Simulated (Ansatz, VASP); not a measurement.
## Two plane-wave programs on GaCo

Contents of POSCAR:

```
GaCo
1.0
    2.8192488209      0.0000000000      0.0000000000
    0.0000000000      2.8192488209      0.0000000000
    0.0000000000      0.0000000000      2.8192488209
Ga Co
1 1
Direct
    0.5000000000      0.5000000000      0.5000000000
    0.0000000000      0.0000000000      0.0000000000
```

File INCAR.step1:

```
PREC     = Accurate       # precision mode
ENCUT    = 660            # plane-wave cutoff, eV
ISMEAR   = -5             # smearing method
SIGMA    = 0.1            # smearing width, eV
LREAL    = False          # projectors in reciprocal space
LASPH    = True           # aspherical terms in the spheres
NELM     = 200            # most SCF steps
ISPIN    = 2              # spin polarisation
MAGMOM   = 0 2            # initial moments
LMAXMIX  = 4              # l up to which the mixer works
LDAU     = True           # DFT+U
LDAUTYPE = 2            
LDAUL    = -1 2           # shell
LDAUU    = 0 6.2          # U, eV
LDAUJ    = 0 0          
NBANDS   = 26             # bands
GGA      = PE             # functional
ALGO     = Normal         # electronic algorithm
EDIFF    = 1E-5           # SCF threshold, eV
LWAVE    = True           # write WAVECAR
LCHARG   = False          # write CHGCAR
GGA_COMPAT= False
```

INCAR.step2

```
PREC     = Accurate       # precision mode
ENCUT    = 660            # plane-wave cutoff, eV
EDIFF    = 1E-6           # SCF threshold, eV
ISMEAR   = -5             # smearing method
SIGMA    = 0.1            # smearing width, eV
LREAL    = False          # projectors in reciprocal space
LASPH    = True           # aspherical terms in the spheres
NELM     = 200            # most SCF steps
ALGO     = Normal         # electronic algorithm
ISIF     = 2              # what is computed and relaxed
LWAVE    = False          # write WAVECAR
LCHARG   = False          # write CHGCAR
ISPIN    = 2              # spin polarisation
MAGMOM   = 0 2            # initial moments
LORBIT   = 11             # projections on sites
LMAXMIX  = 4              # l up to which the mixer works
LDAU     = True           # DFT+U
LDAUTYPE = 2            
LDAUL    = -1 2           # shell
LDAUU    = 0 6.2          # U, eV
LDAUJ    = 0 0          
LDAUPRINT= 1            
METAGGA  = R2SCAN         # meta-GGA
LMIXTAU  = True         
NBANDS   = 26             # bands
ISTART   = 1            
GGA_COMPAT= False
```

KPOINTS

```
regular mesh
0
Gamma
  9 9 9
```

The input input.yaml:

```yaml
crystal:
  lattice:
    - [2.8192488209, 0.0, 0.0]
    - [0.0, 2.8192488209, 0.0]
    - [0.0, 0.0, 2.8192488209]
  atoms:
    - { symbol: Ga, position: [0.5, 0.5, 0.5] }
    - { symbol: Co, position: [0.0, 0.0, 0.0], spin: 2.0 }
hamiltonian:
  xc: r2scan
  pseudopotentials: { kind: paw }
  hubbard:
    sites: [{ species: Co, l: d, u_eff: 6.2 }]
    projectors: all-electron-atomic
magnetization:
  spin_polarized: true
kpoints:
  mp_grid: { grid: [9, 9, 9] }
scf:
  occupations: { method: tetrahedron }
output:
  forces: true
  stress: true
```

Alike in both runs: task single point; functional r2SCAN; k mesh 9 × 9 × 9; occupations tetrahedron; collinear spin; Hubbard terms Co d U = 6.2 eV.

```csv
,VASP,Ansatz
version,VASP 6.6.1,Ansatz 0.2.0
potentials or method,"VASP PAW PBE potentials, release 64 (Ga_d, Co_sv)",Ansatz PAW
plane-wave cutoff (eV),660,500
valence electrons in the cell,30,30
```

|  | VASP | Ansatz | Ansatz less VASP |
| --- | --- | --- | --- |
| gap on the k mesh at the Fermi level (eV) | none | none | - |
| net moment per atom (μB) | 0.87 | 0.89 | +0.015 |
| size of the moment on the site where the two differ most (μB) | 0.06 | 0.03 | -0.033 |

VASP's potentials were made for PBE, not for r2SCAN. Site moments also hang on the region over which each program counts them. The programs project onto different local orbitals, so the same U acts differently, and such runs can settle in different states. A gap of «none» marks a metal or a gap that the smearing closes.

Noted on Ansatz's run: the magnetic or orbital state may not be the lowest.
